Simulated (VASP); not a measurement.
# Pb in VASP: further runs

The runs below take Pb through single point, relaxation of cell and atoms, with PBEsol.

Everything below comes from runs of VASP 6.6.1. Logs are shortened: lines on timing, memory, paths and dates and some standing lists are left out, and cuts for length are marked.

**1. The cell of the first run**

The typed cell holds 4 atoms: a = 3.508 Å, b = 3.508 Å, c = 9.841 Å, α = 90.00°, β = 90.00°, γ = 84.50°.

**2. Single point, PBEsol**

INCAR

```
  PREC = Accurate
  ENCUT = 520
  EDIFF = 1E-6
  ISMEAR = 0
  SIGMA = 0.1
  LREAL = False
  LASPH = True
  NELM = 60
  ALGO = Fast
  ISIF = 2
  LWAVE = False
  LCHARG = True
  GGA = PS
  LELF = True
  LVHAR = True
  NBANDS = 36
```

KPOINTS

```
regular mesh
0
Gamma
  6 6 2
```

POSCAR

```
Pb
1.0
    2.5963856888     -2.3585627163      0.0000000000
    2.5963856888      2.3585627163      0.0000000000
    0.0000000000      0.0000000000      9.8413698827
Pb
4
Direct
    0.7500531421      0.2499468579      0.1249749425
    0.7499468579      0.2500531421      0.6249749425
    0.2499468579      0.7500531421      0.8750250575
    0.2500531421      0.7499468579      0.3750250575
```

Potentials or basis: VASP PAW PBE potentials, release 64 (Pb_d).

Run with:

```sh
$ cat potpaw_PBE.64/Pb_d/POTCAR > POTCAR
$ mpirun -np 1 vasp_std > vasp.out
```

OUTCAR:

```text
PREC = Accurate
   ENCUT = 520
   EDIFF = 1E-6
   ISMEAR = 0
   LREAL = False
   LASPH = True
   NELM = 60
   ISIF = 2
   GGA = PS

 ion  position               nearest neighbor table
   1  0.750  0.250  0.125-   3 3.41   3 3.41   4 3.41   4 3.41   3 3.58   3 3.58   4 3.58   4 3.58

   2  0.750  0.250  0.625-   4 3.41   4 3.41   3 3.41   3 3.41   4 3.58   4 3.58   3 3.58   3 3.58

   3  0.250  0.750  0.875-   1 3.41   1 3.41   2 3.41   2 3.41   1 3.58   1 3.58   2 3.58   2 3.58

   4  0.250  0.750  0.375-   2 3.41   2 3.41   1 3.41   1 3.41   2 3.58   2 3.58   1 3.58   1 3.58

  LATTYP: Found a base centered orthorhombic cell.
 ALAT       =     4.7171254326
 B/A-ratio  =     1.1008338557
 C/A-ratio  =     2.0863065914

  Lattice vectors:

 A1 = (  -2.5963856888,  -2.3585627163,   0.0000000000)
 A2 = (   2.5963856888,  -2.3585627163,   0.0000000000)
 A3 = (   0.0000000000,   0.0000000000,   9.8413698827)

Analysis of symmetry for initial positions (statically):
=====================================================================
 Subroutine PRICEL returns:
 Original cell was already a primitive cell.

 Routine SETGRP: Setting up the symmetry group for a
 base centered orthorhombic supercell.

 Subroutine GETGRP returns: Found  8 space group operations
 (whereof  4 operations were pure point group operations)
 out of a pool of  8 trial point group operations.

The static configuration has the point symmetry C_2h.
 The point group associated with its full space group is D_2h.

Analysis of symmetry for dynamics (positions and initial velocities):
=====================================================================
 Subroutine PRICEL returns:
 Original cell was already a primitive cell.

 Routine SETGRP: Setting up the symmetry group for a
 base centered orthorhombic supercell.

 Subroutine GETGRP returns: Found  8 space group operations
 (whereof  4 operations were pure point group operations)
 out of a pool of  8 trial point group operations.

The dynamic configuration has the point symmetry C_2h.
 The point group associated with its full space group is D_2h.

 Subroutine INISYM returns: Found  8 space group operations
 (whereof  4 operations are pure point group operations),
 and found     1 'primitive' translations

----------------------------------------------------------------------------------------

                                     Primitive cell

  volume of cell :     120.5320

  direct lattice vectors                    reciprocal lattice vectors
     2.596385689 -2.358562716  0.000000000     0.192575395 -0.211993515  0.000000000
     2.596385689  2.358562716  0.000000000     0.192575395  0.211993515  0.000000000
     0.000000000  0.000000000  9.841369883     0.000000000  0.000000000  0.101611870

  length of vectors
     3.507711039  3.507711039  9.841369883     0.286402746  0.286402746  0.101611870

  position of ions in fractional coordinates (direct lattice)
     0.750053142  0.249946858  0.124974943
     0.749946858  0.250053142  0.624974943
     0.249946858  0.750053142  0.875025057
     0.250053142  0.749946858  0.375025057

  ion indices of the primitive-cell ions
   primitive index   ion index
                 1           1
                 2           2
                 3           3
                 4           4

----------------------------------------------------------------------------------------

 KPOINTS: regular mesh

Automatic generation of k-mesh.
 Grid dimensions read from file:
 generate k-points for:    6    6    2

 Generating k-lattice:

  Cartesian coordinates                     Fractional coordinates (reciprocal lattice)
     0.032095899 -0.035332252  0.000000000     0.166666667  0.000000000  0.000000000
     0.032095899  0.035332252  0.000000000     0.000000000  0.166666667  0.000000000
     0.000000000  0.000000000  0.050805935     0.000000000  0.000000000  0.500000000

  Length of vectors
     0.047733791  0.047733791  0.050805935

  Shift w.r.t. Gamma in fractional coordinates (k-lattice)
     0.000000000  0.000000000  0.000000000

 Subroutine IBZKPT returns following result:
 ===========================================

 Found     26 irreducible k-points:

 Following reciprocal coordinates:
            Coordinates               Weight
  0.000000  0.000000  0.000000      1.000000
  0.166667 -0.000000  0.000000      4.000000
  0.333333  0.000000  0.000000      4.000000
  0.500000  0.000000  0.000000      2.000000
  0.166667  0.166667  0.000000      2.000000
  0.333333  0.166667  0.000000      4.000000
[... 16 lines left out ...]
  0.333333  0.333333  0.500000      2.000000
  0.500000  0.333333  0.500000      4.000000
 [... further k-points ...]
   k-points           NKPTS =     26   k-points in BZ     NKDIM =     26   number of bands    NBANDS=     36
   number of dos      NEDOS =    301   number of ions     NIONS =      4
   total plane-waves  NPLWV =  62720
   dimension x,y,z NGX =    28 NGY =   28 NGZ =   80
   dimension x,y,z NGXF=    56 NGYF=   56 NGZF=  160
   ions per type =               4
   NGX,Y,Z   is equivalent  to a cutoff of  13.27, 13.27, 13.51 a.u.
   NGXF,Y,Z  is equivalent  to a cutoff of  26.54, 26.54, 27.03 a.u.
 SYSTEM =  unknown system
   PREC   = accura    normal or accurate (medium, high low for compatibility)
   ISTART =      0    job   : 0-new  1-cont  2-samecut
   ICHARG =      2    charge: 1-file 2-atom 10-const
   ISPIN  =      1    spin polarized calculation?
   LNONCOLLINEAR =      F non collinear calculations
   LSORBIT =      F    spin-orbit coupling
   LASPH  =      T    aspherical Exc in radial PAW
   ENCUT  =  520.0 eV  38.22 Ry    6.18 a.u.   6.52  6.52 18.30*2*pi/ulx,y,z
   NELM   =     60;   NELMIN=  2; NELMDL= -5     # of ELM steps
   EDIFF  = 0.1E-05   stopping-criterion for ELM
   LREAL  =      F    real-space projection
   EDIFFG = 0.1E-04   stopping-criterion for IOM
   NSW    =      0    number of steps for IOM
   IBRION =     -1    ionic relax: 0-MD 1-quasi-New 2-CG
   NFREE  =      0    steps in history (QN), initial steepest desc. (CG)
   ISIF   =      2    stress and relaxation
   ISYM   =      2    0-nonsym 1-usesym 2-fastsym
   POTIM  = 0.5000    time-step for ionic-motion
   TEBEG  =    0.0;   TEEND  =   0.0 temperature during run
   PSTRESS=    0.0 pullay stress
   NELECT =      56.0000    total number of electrons
   NUPDOWN=      -1.0000    fix difference up-down
   EMIN   =  10.00;   EMAX   =-10.00  energy-range for DOS
   EFERMI =   0.00;   METHOD = LEGACY
   ISMEAR =     0;   SIGMA  =   0.10  broadening in eV -4-tet -1-fermi 0-gaus
   EFERMI_NEDOS =   21; number of points for ismear=-14 and -15
   IALGO  =     68    algorithm
   IMIX   =      4    mixing-type and parameters
     AMIX     =   0.40;   BMIX     =  1.00
     AMIX_MAG =   1.60;   BMIX_MAG =  1.00
  volume/ion in A,a.u.               =      30.13       203.35
  Fermi-wavevector in a.u.,A,eV,Ry     =   1.267954  2.396085 21.874181  1.607707
  Thomas-Fermi vector in A             =   2.401074
   LORBIT       =      0    0 simple, 1 ext, 2 COOP (PROOUT), +10 PAW based schemes
   GGA     = PS    functional components
   LHFCALC =     F    Hartree Fock is set to
   AEXX    =    0.0000 exact exchange contribution
   IVDW    =     0    specifies the selected vdW correction
   LEPSILON=     F    determine dielectric tensor
   LRPA    =     F    only Hartree local field effects (RPA)
 non-spin polarized calculation
 RMM-DIIS sequential band-by-band and
 Gauss-broadening in eV      SIGMA  =   0.10
  energy-cutoff  :      520.00
  volume of cell :      120.53
 maximum number of plane-waves:      3277
 NGX is ok and might be reduce to    28
   NGX = 13   NGY = 13   NGZ = 37

 number of electron      55.9999997 magnetization

 Free energy of the ion-electron system (eV)
  ---------------------------------------------------
  ext. energy  EPLUGINS =         0.00000000
  ---------------------------------------------------
  free energy    TOTEN  =       -15.91604801 eV

  energy without entropy =      -15.90948783  energy(sigma->0) =      -15.91276792

 E-fermi :   7.2305     XC(G=0): -10.3701

 val. band max:        7.1564133603   @ k =   0.5000   0.3333   0.5000
 cond. band min:       7.3682175803   @ k =   0.1667  -0.0000   0.0000
 fundamental gap:      0.2118042200
 Fermi energy:         7.2305024557

 k-point     1 :       0.0000    0.0000    0.0000
  band No.  band energies     occupation
      1      -9.9737      2.00000
      2      -9.9038      2.00000
      3      -9.8883      2.00000
      4      -9.8881      2.00000
      5      -9.8850      2.00000
      6      -9.8018      2.00000
[... 28 lines left out ...]
     35      13.8649      0.00000
     36      14.8032      0.00000

 k-point     2 :       0.1667   -0.0000    0.0000
  band No.  band energies     occupation
      1      -9.9306      2.00000
      2      -9.8693      2.00000
      3      -9.8597      2.00000
      4      -9.8595      2.00000
      5      -9.8585      2.00000
      6      -9.7856      2.00000
[... 28 lines left out ...]
     35      13.0459      0.00000
     36      13.3500      0.00000

 k-point     3 :       0.3333    0.0000    0.0000
  band No.  band energies     occupation
      1      -9.8725      2.00000
      2      -9.8443      2.00000
      3      -9.8442      2.00000
      4      -9.8333      2.00000
      5      -9.8288      2.00000
      6      -9.8286      2.00000
[... 28 lines left out ...]
     35      12.6838      0.00000
     36      13.8795      0.00000

 k-point     4 :       0.5000    0.0000    0.0000
  band No.  band energies     occupation
      1      -9.8557      2.00000
      2      -9.8557      2.00000
      3      -9.8521      2.00000
      4      -9.8521      2.00000
      5      -9.8209      2.00000
      6      -9.8209      2.00000
[... 28 lines left out ...]
     35      13.4045      0.00000
     36      13.4045      0.00000

 k-point     5 :       0.1667    0.1667    0.0000
  band No.  band energies     occupation
      1      -9.9189      2.00000
      2      -9.8673      2.00000
      3      -9.8520      2.00000
      4      -9.8112      2.00000
      5      -9.8110      2.00000
      6      -9.7644      2.00000
[... 655 lines left out ...]
 k-point    22 :      -0.1667    0.1667    0.5000
  band No.  band energies     occupation
      1      -9.8529      2.00000
      2      -9.8529      2.00000
      3      -9.8223      2.00000
      4      -9.8223      2.00000
      5      -9.8190      2.00000
      6      -9.8190      2.00000
[... 28 lines left out ...]
     35      14.6165      0.00000
     36      14.6165      0.00000

 k-point    23 :       0.3333    0.3333    0.5000
  band No.  band energies     occupation
      1      -9.9178      2.00000
      2      -9.9178      2.00000
      3      -9.8780      2.00000
      4      -9.8780      2.00000
      5      -9.8186      2.00000
      6      -9.8186      2.00000
[... 28 lines left out ...]
     35       9.8862      0.00000
     36       9.8862      0.00000

 k-point    24 :       0.5000    0.3333    0.5000
  band No.  band energies     occupation
      1      -9.9345      2.00000
      2      -9.9345      2.00000
      3      -9.8995      2.00000
      4      -9.8995      2.00000
      5      -9.8141      2.00000
      6      -9.8141      2.00000
[... 28 lines left out ...]
     35      10.5393      0.00000
     36      10.5393      0.00000

 [... further k-points ...]
[... 5 lines left out ...]
  --------------------------------------------------------------------------------------
  -------------------------------------------------------------------------------------
  Total       -0.1080844     -0.0619766     -0.0608177      0.0000000     -0.0000000      0.0000000
  in kB       -1.4367182     -0.8238269     -0.8084220      0.0000000     -0.0000000      0.0000000
  external PRESSURE =      -1.0229891 kB  Pullay stress =       0.0000000 kB

 VOLUME and BASIS-vectors are now :
 -----------------------------------------------------------------------------
  energy-cutoff  :      520.00
  volume of cell :      120.53
      direct lattice vectors                 reciprocal lattice vectors
     2.596385689 -2.358562716  0.000000000     0.192575395 -0.211993515  0.000000000
     2.596385689  2.358562716  0.000000000     0.192575395  0.211993515  0.000000000
     0.000000000  0.000000000  9.841369883     0.000000000  0.000000000  0.101611870

 POSITION                                       TOTAL-FORCE (eV/Angst)
 -----------------------------------------------------------------------------------
      2.59639     -1.17953      1.22992         0.000000      0.000289      0.001303
      2.59639     -1.17903      6.15061         0.000000     -0.000289      0.001303
      2.59639      1.17953      8.61145         0.000000     -0.000289     -0.001303
      2.59639      1.17903      3.69076         0.000000      0.000289     -0.001303
 -----------------------------------------------------------------------------------
    total drift:                               -0.000000     -0.000000      0.000000

  FREE ENERGIE OF THE ION-ELECTRON SYSTEM (eV)
  ---------------------------------------------------
  free  energy   TOTEN  =       -15.9160480111 eV

  energy  without entropy=      -15.9094878316  energy(sigma->0) =      -15.91276792
```

Wall time 1.9 min (1 thread of Intel Xeon Platinum 8124M at 3.00GHz (Skylake/Cascade Lake), shared host); peak memory 0.27 GiB.

Results:

```
Free energy            : -15.9160 eV
Pressure               : -0.1 GPa
Band gap on the k mesh : zero (band 28 reaches 9.52 eV, above the bottom of band 29 at 6.21 eV)
```

Levels at points of the mesh, in eV from the Fermi level:
```csv
k point,band 25,band 26,band 27,band 28,band 29,band 30,band 31,band 32
"(0.00, 0.00, 0.00)",-3.35,1.69,2.29,2.29,2.30,3.72,3.73,4.15
"(0.50, 0.00, 0.00)",-4.30,-4.30,-1.10,-1.10,0.41,0.41,4.79,4.79
"(0.50, 0.50, 0.00)",-3.74,-2.95,-1.84,-1.84,-0.99,-0.99,0.28,0.28
"(0.00, 0.00, 0.50)",-1.15,-1.15,2.22,2.22,2.78,2.78,5.43,5.43
"(0.50, 0.00, 0.50)",-3.15,-3.15,-3.15,-3.15,3.12,3.12,3.12,3.12
"(0.50, 0.50, 0.50)",-3.24,-3.24,-2.43,-2.43,0.19,0.19,0.47,0.47
```

Caveat: the PAW data sets were made with another functional, which shifts forces and pressure a little; spin-orbit coupling is left out, which moves the levels of the heavy elements.

**3. Single point, PBEsol**

This run uses another cell than the first one, of 31.96 Å³/atom, 1.061 times its volume.

INCAR

```
  ALGO = Normal
  EDIFF = 1E-7
  ENCUT = 520
  GGA = PS
  ISIF = 2
  ISMEAR = 0
  LASPH = True
  LCHARG = False
  LREAL = False
  LWAVE = False
  NBANDS = 36
  NELM = 100
  PREC = Accurate
  SIGMA = 0.1
```

KPOINTS

```
k-points
0
Gamma
  10 10 12
```

POSCAR

```
Pb
1.0
    2.6133668254     -5.7577786308      0.0000000000
    2.6133668254      5.7577786308      0.0000000000
    0.0000000000      0.0000000000      4.2480159460
Pb
4
Direct
    0.1412814934      0.8587185066      0.0000000000
    0.6412814934      0.3587185066      0.5000000000
    0.8587185066      0.1412814934      1.0000000000
    0.3587185066      0.6412814934      0.5000000000
```

Potentials or basis: VASP PAW PBE potentials, release 64 (Pb_d).

Run with:

```sh
$ cat potpaw_PBE.64/Pb_d/POTCAR > POTCAR
$ mpirun -np 1 vasp_std > vasp.out
```

Run time: 6.5 min. Hardware: 1 thread of Intel Xeon 6975P-C (Granite Rapids), shared host; peak memory 0.75 GiB.

It converged, with:

- Free energy: -15.5292 eV
- Pressure: -0.1 GPa
- Band gap on the k mesh: zero (band 28 reaches 7.50 eV, above the bottom of band 29 at 5.79 eV)

Levels at points of the mesh, in eV from the Fermi level:
| k point | band 26 | band 27 | band 28 | band 29 | band 30 | band 31 |
| --- | --- | --- | --- | --- | --- | --- |
| (0.00, 0.00, 0.00) | -2.83 | -1.45 | -1.41 | 1.37 | 2.22 | 3.70 |
| (0.50, 0.00, 0.00) | -1.06 | 0.60 | 0.60 | 0.90 | 0.90 | 2.22 |
| (0.50, 0.50, 0.00) | -0.70 | -0.09 | 0.00 | 0.49 | 0.79 | 1.28 |
| (0.00, 0.00, 0.50) | -2.09 | -0.60 | -0.60 | -0.22 | -0.22 | 0.66 |
| (0.50, 0.00, 0.50) | -3.21 | -3.19 | -3.19 | 1.18 | 1.18 | 3.02 |
| (0.50, 0.50, 0.50) | -1.83 | -0.93 | -0.93 | 1.01 | 1.01 | 2.42 |

Caveat: the PAW data sets were made with another functional, which shifts forces and pressure a little; spin-orbit coupling is left out, which moves the levels of the heavy elements.

(Part 1 of 2 ends here.)
